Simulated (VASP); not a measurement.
# Si2Mo (db) (I4/mmm) in VASP: density of states with PBE

Aim: the density of states of Si2Mo (db) with PBE.

Everything below comes from runs of VASP 6.6.1. Logs are shortened: lines on timing, memory, paths and dates and some standing lists are left out, and cuts for length are marked.

## Step 1: The cell of the first run

The structure is tetragonal, space group I4/mmm (No. 139). Conventional cell: a = 3.200 Å, b = 3.200 Å, c = 7.861 Å, α = 90.00°, β = 90.00°, γ = 90.00°. Si (site symmetry 4mm) has 9 Si at 2.60 to 3.20 Å and 5 Mo at 2.61 to 2.63 Å within 3.4 Å. Within 3.4 Å of Mo (site symmetry 4/mmm) lie 10 Si at 2.61 to 2.63 Å and 4 Mo at 3.20 Å.

## Step 2: Density of states, PBE

POSCAR reads:

```
Si2Mo
1.0
   -1.6000000000      1.6000000000      3.9305000000
    1.6000000000     -1.6000000000      3.9305000000
    1.6000000000      1.6000000000     -3.9305000000
Si Mo
2 1
Direct
    0.3349316043      0.3349316043      0.0000000000
    0.6650683957      0.6650683957      0.0000000000
    0.0000000000      0.0000000000      0.0000000000
```

INCAR.step1 reads:

```
ALGO = Normal
EDIFF = 1E-6
ENCUT = 520
GGA = PE
ISIF = 2
ISMEAR = 0
LASPH = T
LCHARG = T
LMAXMIX = 4
LREAL = F
LWAVE = F
NBANDS = 18
NELM = 100
PREC = Accurate
SIGMA = 0.1
```

KPOINTS.step1 reads:

```
k-points
0
Gamma
  18 18 18
```

INCAR.step2 reads:

```
ALGO = Normal
EDIFF = 1E-6
ENCUT = 520
GGA = PE
ICHARG = 11
ISIF = 2
ISMEAR = -5
LASPH = T
LCHARG = F
LMAXMIX = 4
LORBIT = 11
LREAL = F
LWAVE = F
NEDOS = 2001
NELM = 100
PREC = Accurate
SIGMA = 0.1
```

KPOINTS.step2 reads:

```
k-points
0
Gamma
  27 27 27
```

Potentials or basis: VASP PAW PBE potentials, release 64 (Si, Mo_sv).

Command:

```console
$ cat potpaw_PBE.64/Si/POTCAR potpaw_PBE.64/Mo_sv/POTCAR > POTCAR
$ cp INCAR.step1 INCAR
$ cp KPOINTS.step1 KPOINTS
$ mpirun -np 1 vasp_std > vasp.out
$ cp INCAR.step2 INCAR
$ cp KPOINTS.step2 KPOINTS
$ mpirun -np 1 vasp_std > vasp.out
```

OUTCAR:

```text
EDIFF = 1E-6
   ENCUT = 520
   GGA = PE
   ICHARG = 11
   ISIF = 2
   ISMEAR = -5
   LASPH = T
   LORBIT = 11
   LREAL = F
   NELM = 100
   PREC = Accurate

 ion  position               nearest neighbor table
   1  0.335  0.335  0.000-   2 2.60   3 2.61   3 2.61   3 2.61   3 2.61   2 2.63   2 2.63   2 2.63
                             2 2.63   3 2.63
   2  0.665  0.665  0.000-   1 2.60   3 2.61   3 2.61   3 2.61   3 2.61   1 2.63   1 2.63   1 2.63
                             1 2.63   3 2.63
   3  0.000  0.000  0.000-   2 2.61   1 2.61   2 2.61   1 2.61   2 2.61   1 2.61   1 2.61   2 2.61
                             1 2.63   2 2.63

  LATTYP: Found a body centered tetragonal cell.
 ALAT       =     3.2000000000
 C/A-ratio  =     2.4565625000

  Lattice vectors:

 A1 = (  -1.6000000000,   1.6000000000,   3.9305000000)
 A2 = (   1.6000000000,  -1.6000000000,   3.9305000000)
 A3 = (   1.6000000000,   1.6000000000,  -3.9305000000)

Analysis of symmetry for initial positions (statically):
=====================================================================
 Subroutine PRICEL returns:
 Original cell was already a primitive cell.

 Routine SETGRP: Setting up the symmetry group for a
 body centered tetragonal supercell.

 Subroutine GETGRP returns: Found 16 space group operations
 (whereof 16 operations were pure point group operations)
 out of a pool of 16 trial point group operations.

The static configuration has the point symmetry D_4h.

Analysis of symmetry for dynamics (positions and initial velocities):
=====================================================================
 Subroutine PRICEL returns:
 Original cell was already a primitive cell.

 Routine SETGRP: Setting up the symmetry group for a
 body centered tetragonal supercell.

 Subroutine GETGRP returns: Found 16 space group operations
 (whereof 16 operations were pure point group operations)
 out of a pool of 16 trial point group operations.

The dynamic configuration has the point symmetry D_4h.

 Subroutine INISYM returns: Found 16 space group operations
 (whereof 16 operations are pure point group operations),
 and found     1 'primitive' translations

----------------------------------------------------------------------------------------

                                     Primitive cell

  volume of cell :      40.2483

  direct lattice vectors                    reciprocal lattice vectors
    -1.600000000  1.600000000  3.930500000     0.000000000  0.312500000  0.127210279
[... 111 lines left out ...]
  volume/ion in A,a.u.               =      13.42        90.54
  Fermi-wavevector in a.u.,A,eV,Ry     =   1.338546  2.529484 24.377614  1.791704
  Thomas-Fermi vector in A             =   2.467007
   LORBIT       =     11    0 simple, 1 ext, 2 COOP (PROOUT), +10 PAW based schemes
   GGA     = PE    functional components
   LHFCALC =     F    Hartree Fock is set to
   AEXX    =    0.0000 exact exchange contribution
   IVDW    =     0    specifies the selected vdW correction
   LEPSILON=     F    determine dielectric tensor
   LRPA    =     F    only Hartree local field effects (RPA)
 non-spin polarized calculation
 Fermi weights with tetrahedron method with Bloechl corrections
  energy-cutoff  :      520.00
  volume of cell :       40.25
 maximum number of plane-waves:      1112
 NGX is ok and might be reduce to    36

 number of electron      22.0000000 magnetization

 Free energy of the ion-electron system (eV)
  ---------------------------------------------------
  ext. energy  EPLUGINS =         0.00000000
  ---------------------------------------------------
  free energy    TOTEN  =       -23.25683363 eV

  energy without entropy =      -23.25683363  energy(sigma->0) =      -23.25683363

 E-fermi :  12.2557     XC(G=0): -12.4267

 val. band max:       12.2613700408   @ k =  -0.1111  -0.1481   0.0741
 cond. band min:      12.2453820269   @ k =  -0.4444  -0.4444   0.2963
 fundamental gap:     -0.0159880140
 Fermi energy:        12.2557198310

 k-point     1 :       0.0000    0.0000    0.0000
  band No.  band energies     occupation
      1     -48.4659      2.00000
      2     -22.6185      2.00000
      3     -22.5392      2.00000
      4     -22.5392      2.00000
      5      -1.1661      2.00000
      6       5.8690      2.00000
      7       8.8024      2.00000
      8       9.2064      2.00000
      9       9.6496      2.00000
     10       9.6496      2.00000
     11      12.6386      0.00000
     12      15.4142      0.00000
     13      15.4517      0.00000
     14      15.7961      0.00000
[... 401 lines left out ...]
      2     -22.7559      2.00000
      3     -22.6017      2.00000
      4     -22.5220      2.00000
      5       1.2063      2.00000
      6       4.2917      2.00000
      7       7.0812      2.00000
      8       8.2255      2.00000
      9       9.8531      2.00000
     10       9.9627      2.00000
     11      11.3001      2.00000
     12      14.0790      0.00000
     13      15.1817      0.00000
     14      15.8020      0.00000
     15      16.7248      0.00000

 [... further k-points ...]

------------------------ aborting loop because EDIFF is reached ----------------------------------------

  FORCE on cell =-STRESS in cart. coord.  units (eV):
  Direction    XX          YY          ZZ          XY          YZ          ZX
  --------------------------------------------------------------------------------------
  -------------------------------------------------------------------------------------
  Total        0.7737486      0.7737486      0.4991900      0.0000000      0.0000000     -0.0000000
  in kB       30.8008489     30.8008489     19.8714098      0.0000000      0.0000000     -0.0000000
  external PRESSURE =      27.1577025 kB  Pullay stress =       0.0000000 kB

 VOLUME and BASIS-vectors are now :
 -----------------------------------------------------------------------------
  energy-cutoff  :      520.00
  volume of cell :       40.25
      direct lattice vectors                 reciprocal lattice vectors
    -1.600000000  1.600000000  3.930500000     0.000000000  0.312500000  0.127210279
     1.600000000 -1.600000000  3.930500000     0.312500000  0.000000000  0.127210279
     1.600000000  1.600000000 -3.930500000     0.312500000  0.312500000  0.000000000

 POSITION                                       TOTAL-FORCE (eV/Angst)
 -----------------------------------------------------------------------------------
      0.00000      0.00000      2.63290         0.000000      0.000000      0.004140
      0.00000      0.00000      5.22810         0.000000      0.000000     -0.004140
      0.00000      0.00000      0.00000        -0.000000     -0.000000      0.000000
 -----------------------------------------------------------------------------------
    total drift:                               -0.000000      0.000000      0.000000

  FREE ENERGIE OF THE ION-ELECTRON SYSTEM (eV)
  ---------------------------------------------------
  free  energy   TOTEN  =       -23.2568336254 eV

  energy  without entropy=      -23.2568336254  energy(sigma->0) =      -23.25683363

 total charge

# of ion       s       p       d       tot
------------------------------------------
    1        0.741   0.877   0.000   1.618
    2        0.741   0.877   0.000   1.618
    3        2.285   6.207   4.183  12.675
--------------------------------------------------
tot          3.767   7.961   4.183  15.911
```

Wall time 14 min (1 thread of Intel Xeon Platinum 8488C (Sapphire Rapids), shared host); peak memory 0.96 GiB.

Results:

```yaml
Valence_electrons_inside_the_program's_atomic_spheres: Si 1.62; Mo 12.68
```

Caveat: tetrahedron occupations give inexact forces and stress in metals.
